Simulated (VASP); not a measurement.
# MnAs (P6_3/mmc) in VASP: further runs

Runs on MnAs. Level: PBEsol. Tasks: single point.

Program: VASP 6.6.1. These are calculated values, not measurements. Logs are shortened: lines on timing, memory, paths and dates and some standing lists are left out, and cuts for length are marked.

## (1) The cell of the first run

The structure is hexagonal, space group P6_3/mmc (No. 194). Conventional cell: a = 3.577 Å, b = 3.577 Å, c = 5.334 Å, α = 90.00°, β = 90.00°, γ = 120.00°. Mn (site symmetry -3m) has 6 As at 2.46 Å and 2 Mn at 2.67 Å within 3.2 Å. As (site symmetry -6m2) has 6 Mn at 2.46 Å within 3.2 Å.

## (2) Single point, PBEsol, collinear spin, ferromagnetic start

File INCAR:

```
PREC = Accurate ; ENCUT = 520
EDIFF = 1E-6 ; ISMEAR = 0
SIGMA = 0.1 ; LREAL = False
LASPH = True ; NELM = 150
ALGO = Normal ; ISIF = 2
LWAVE = False ; LCHARG = False
ISPIN = 2 ; MAGMOM = 3.72 3.72 0 0
LORBIT = 11 ; LMAXMIX = 4
GGA = PS ; NBANDS = 30
```

File KPOINTS:

```
Automatic mesh
0
Gamma
  12 12 6
```

File POSCAR:

```
MnAs
1.0
    3.5770241783      0.0000000000      0.0000000000
   -1.7885120891      3.0977938084      0.0000000000
    0.0000000000      0.0000000000      5.3339875591
Mn As
2 2
Direct
    0.0000000000      0.0000000000      0.0000000000
    0.0000000000      0.0000000000      0.5000000000
    0.3333333333      0.6666666667      0.2500000000
    0.6666666667      0.3333333333      0.7500000000
```

Potentials or basis: VASP PAW PBE potentials, release 64 (Mn_pv, As).

Started as:

```console
$ cat potpaw_PBE.64/Mn_pv/POTCAR potpaw_PBE.64/As/POTCAR > POTCAR
$ mpirun -np 1 vasp_std > vasp.out
```

OUTCAR:

```text
PREC = Accurate
   ENCUT = 520
   EDIFF = 1E-6
   ISMEAR = 0
   LREAL = False
   LASPH = True
   NELM = 150
   ISIF = 2
   ISPIN = 2
   LORBIT = 11
   GGA = PS

 ion  position               nearest neighbor table
   1  0.000  0.000  0.000-   3 2.46   4 2.46   4 2.46   3 2.46   4 2.46   3 2.46   2 2.67   2 2.67

   2  0.000  0.000  0.500-   3 2.46   4 2.46   4 2.46   3 2.46   4 2.46   3 2.46   1 2.67   1 2.67

   3  0.333  0.667  0.250-   1 2.46   2 2.46   1 2.46   2 2.46   1 2.46   2 2.46
   4  0.667  0.333  0.750-   1 2.46   2 2.46   1 2.46   2 2.46   1 2.46   2 2.46

  LATTYP: Found a hexagonal cell.
 ALAT       =     3.5770241783
 C/A-ratio  =     1.4911801803

  Lattice vectors:

 A1 = (   3.5770241783,   0.0000000000,   0.0000000000)
 A2 = (  -1.7885120891,   3.0977938084,   0.0000000000)
 A3 = (   0.0000000000,   0.0000000000,   5.3339875591)

Analysis of symmetry for initial positions (statically):
=====================================================================
 Subroutine PRICEL returns:
 Original cell was already a primitive cell.

 Routine SETGRP: Setting up the symmetry group for a
 hexagonal supercell.

 Subroutine GETGRP returns: Found 24 space group operations
 (whereof 12 operations were pure point group operations)
 out of a pool of 24 trial point group operations.

The static configuration has the point symmetry D_3d.
 The point group associated with its full space group is D_6h.

Analysis of symmetry for dynamics (positions and initial velocities):
=====================================================================
 Subroutine PRICEL returns:
 Original cell was already a primitive cell.

 Routine SETGRP: Setting up the symmetry group for a
 hexagonal supercell.

 Subroutine GETGRP returns: Found 24 space group operations
 (whereof 12 operations were pure point group operations)
 out of a pool of 24 trial point group operations.

The dynamic configuration has the point symmetry D_3d.
 The point group associated with its full space group is D_6h.

Analysis of structural, dynamic, and magnetic symmetry:
=====================================================================
 Subroutine PRICEL returns:
 Original cell was already a primitive cell.

 Routine SETGRP: Setting up the symmetry group for a
 hexagonal supercell.

 Subroutine GETGRP returns: Found 24 space group operations
[... 133 lines left out ...]
   GGA     = PS    functional components
   LHFCALC =     F    Hartree Fock is set to
   AEXX    =    0.0000 exact exchange contribution
   IVDW    =     0    specifies the selected vdW correction
   LEPSILON=     F    determine dielectric tensor
   LRPA    =     F    only Hartree local field effects (RPA)
 spin polarized calculation
 Gauss-broadening in eV      SIGMA  =   0.10
  energy-cutoff  :      520.00
  volume of cell :       59.11
 maximum number of plane-waves:      1616
 NGX is ok and might be reduce to    28
   NGX = 13   NGY = 13   NGZ = 19

 number of electron      36.0000038 magnetization       4.9129044

 Free energy of the ion-electron system (eV)
  ---------------------------------------------------
  ext. energy  EPLUGINS =         0.00000000
  ---------------------------------------------------
  free energy    TOTEN  =       -30.53688246 eV

  energy without entropy =      -30.52157140  energy(sigma->0) =      -30.52922693

 E-fermi :   8.1281     XC(G=0): -11.9952

 val. band max:        8.1171203485   @ k =   0.2500   0.1667   0.5000
 cond. band min:       8.1360419785   @ k =   0.3333   0.1667   0.3333
 fundamental gap:      0.0189216300
 Fermi energy:         8.1281225735

 spin component 1

 k-point     1 :       0.0000    0.0000    0.0000
  band No.  band energies     occupation
      1     -41.1973      1.00000
      2     -41.1973      1.00000
      3     -41.1764      1.00000
      4     -41.1764      1.00000
      5     -41.0856      1.00000
      6     -40.8851      1.00000
[... 781 lines left out ...]
     29      18.4107      0.00000
     30      18.8487      0.00000

 [... further k-points ...]

 spin component 2

 k-point     1 :       0.0000    0.0000    0.0000
  band No.  band energies     occupation
      1     -38.6391      1.00000
      2     -38.5258      1.00000
      3     -38.5258      1.00000
      4     -38.5019      1.00000
      5     -38.5019      1.00000
      6     -38.4149      1.00000
[... 781 lines left out ...]
     29      18.6887      0.00000
     30      19.2225      0.00000

 [... further k-points ...]

------------------------ aborting loop because EDIFF is reached ----------------------------------------

  FORCE on cell =-STRESS in cart. coord.  units (eV):
  Direction    XX          YY          ZZ          XY          YZ          ZX
  --------------------------------------------------------------------------------------
  -------------------------------------------------------------------------------------
  Total        0.1084945      0.1084945      0.1142265      0.0000000      0.0000000     -0.0000000
  in kB        2.9409799      2.9409799      3.0963563      0.0000000      0.0000000     -0.0000000
  external PRESSURE =       2.9927720 kB  Pullay stress =       0.0000000 kB

 VOLUME and BASIS-vectors are now :
 -----------------------------------------------------------------------------
  energy-cutoff  :      520.00
  volume of cell :       59.11
      direct lattice vectors                 reciprocal lattice vectors
     3.577024178  0.000000000  0.000000000     0.279561991  0.161405191  0.000000000
    -1.788512089  3.097793808  0.000000000     0.000000000  0.322810381  0.000000000
     0.000000000  0.000000000  5.333987559     0.000000000  0.000000000  0.187477003

 POSITION                                       TOTAL-FORCE (eV/Angst)
 -----------------------------------------------------------------------------------
      0.00000      0.00000      0.00000        -0.000000      0.000000     -0.000000
      0.00000      0.00000      2.66699        -0.000000      0.000000     -0.000000
     -0.00000      2.06520      1.33350        -0.000000     -0.000000      0.000000
      1.78851      1.03260      4.00049         0.000000      0.000000     -0.000000
 -----------------------------------------------------------------------------------
    total drift:                               -0.000000      0.000000     -0.000000

  FREE ENERGIE OF THE ION-ELECTRON SYSTEM (eV)
  ---------------------------------------------------
  free  energy   TOTEN  =       -30.5368824589 eV

  energy  without entropy=      -30.5215713976  energy(sigma->0) =      -30.52922693

 total charge

# of ion       s       p       d       tot
------------------------------------------
    1        0.313   6.307   5.195  11.816
    2        0.313   6.307   5.195  11.816
    3        1.211   1.561   0.079   2.851
    4        1.211   1.561   0.079   2.851
--------------------------------------------------
tot          3.049  15.737  10.548  29.333

 magnetization (x)

# of ion       s       p       d       tot
------------------------------------------
    1        0.026   0.024   2.450   2.500
    2        0.026   0.024   2.450   2.500
    3       -0.003  -0.095   0.007  -0.092
    4       -0.003  -0.095   0.007  -0.092
--------------------------------------------------
tot          0.046  -0.143   4.914   4.816
```

Wall time 97 s (1 thread of Intel Xeon 6975P-C (Granite Rapids), shared host); peak memory 0.33 GiB.

What came out:

| Item | Value |
| --- | --- |
| Free energy | -30.5369 eV |
| Pressure | 0.3 GPa |
| Net moment | 4.91 μB per cell |
| Site moments | Mn +2.50; As -0.09 μB |
| Valence electrons inside the program's atomic spheres | Mn 11.82; As 2.85 |

Levels at points of the mesh, in eV from the Fermi level:
Spin up:
| k point | band 18 | band 19 | band 20 | band 21 | band 22 | band 23 | band 24 | band 25 |
| --- | --- | --- | --- | --- | --- | --- | --- | --- |
| (0.00, 0.00, 0.00) | -1.31 | 0.45 | 0.73 | 0.73 | 2.11 | 3.69 | 3.69 | 3.96 |
| (0.50, 0.00, 0.00) | -1.78 | -1.65 | -1.35 | -1.13 | 0.29 | 1.95 | 4.12 | 5.34 |
| (0.00, 0.00, 0.50) | -2.29 | -0.45 | -0.45 | 2.71 | 2.71 | 2.71 | 2.71 | 6.12 |
| (0.50, 0.00, 0.50) | -1.87 | -1.53 | -1.53 | 0.89 | 0.89 | 2.19 | 2.19 | 4.90 |
Spin down:
| k point | band 13 | band 14 | band 15 | band 16 | band 17 | band 18 | band 19 | band 20 |
| --- | --- | --- | --- | --- | --- | --- | --- | --- |
| (0.00, 0.00, 0.00) | -0.73 | -0.73 | -0.37 | -0.37 | 0.76 | 0.76 | 1.10 | 1.10 |
| (0.50, 0.00, 0.00) | -3.28 | -2.30 | -2.01 | 0.39 | 0.42 | 0.46 | 0.56 | 1.20 |
| (0.00, 0.00, 0.50) | -2.49 | -2.49 | -0.04 | -0.04 | -0.04 | -0.04 | 0.76 | 0.76 |
| (0.50, 0.00, 0.50) | -2.59 | -2.59 | -0.46 | -0.46 | 0.64 | 0.64 | 0.77 | 0.77 |

Caveat: the PAW data sets were made with another functional, which shifts forces and pressure a little; the run started ferromagnetic, and an antiferromagnetic order may lie lower in energy.

## (3) Single point, PBEsol, collinear spin, ferromagnetic start

This run uses another cell than the first one, of 16.32 Å³/atom.

File INCAR:

```
SYSTEM = MnAs
  PREC = Accurate
  ENCUT = 520
  EDIFF = 1E-6
  ISMEAR = 0
  SIGMA = 0.1
  LREAL = .False.
  LASPH = .True.
  NELM = 150
  ALGO = Normal
  ISIF = 2
  LWAVE = .False.
  LCHARG = .False.
  ISPIN = 2
  MAGMOM = 3.72 3.72 0 0
  LORBIT = 11
  LMAXMIX = 4
  GGA = PS
  NBANDS = 30
```

File KPOINTS:

```
regular mesh
0
Gamma
  12 12 6
  0 0 0
```

File POSCAR:

```
MnAs
1.0
    3.4861697576      0.0000000000      0.0000000000
   -1.7430848788      3.0191115720      0.0000000000
    0.0000000000      0.0000000000      6.2012357224
Mn As
2 2
Direct
    0.0000000000      0.0000000000      0.0000000000
    0.3333333333      0.6666666667      0.5000000000
    0.6666666667      0.3333333333      0.2500000000
    0.6666666667      0.3333333333      0.7500000000
```

Potentials or basis: VASP PAW PBE potentials, release 64 (Mn_pv, As).

Started as:

```console
$ cat potpaw_PBE.64/Mn_pv/POTCAR potpaw_PBE.64/As/POTCAR > POTCAR
$ mpirun -np 1 vasp_std > vasp.out
```

It took 2 min on 1 thread of Intel Xeon 6975P-C (Granite Rapids), shared host; peak memory 0.36 GiB.

It converged, with:

* Free energy: -29.1554 eV
* Pressure: 0.3 GPa
* Net moment: 6.65 μB per cell
* Site moments: Mn +3.35; As -0.12 μB
* Valence electrons inside the program's atomic spheres: Mn 11.60; As 2.83

Levels at points of the mesh, in eV from the Fermi level:
Spin up:
```tsv
k point	band 20	band 21	band 22	band 23	band 24	band 25
(0.00, 0.00, 0.00)	0.98	2.32	2.32	2.98	2.98	4.26
(0.50, 0.00, 0.00)	-1.37	-1.19	-0.99	0.78	3.19	4.13
(0.00, 0.00, 0.50)	-1.48	2.45	2.45	2.45	2.45	5.40
(0.50, 0.00, 0.50)	-1.48	0.18	0.18	0.85	0.85	3.94
```
Spin down:
| k point | band 13 | band 14 | band 15 | band 16 | band 17 | band 18 |
| --- | --- | --- | --- | --- | --- | --- |
| (0.00, 0.00, 0.00) | -0.62 | -0.39 | 0.06 | 0.06 | 0.10 | 0.10 |
| (0.50, 0.00, 0.00) | -1.48 | -1.31 | -0.44 | 0.63 | 0.87 | 1.18 |
| (0.00, 0.00, 0.50) | -1.42 | -1.42 | 0.45 | 0.45 | 0.45 | 0.45 |
| (0.50, 0.00, 0.50) | -2.01 | -2.01 | 0.08 | 0.08 | 1.05 | 1.05 |

Caveat: the PAW data sets were made with another functional, which shifts forces and pressure a little; the run started ferromagnetic, and an antiferromagnetic order may lie lower in energy.
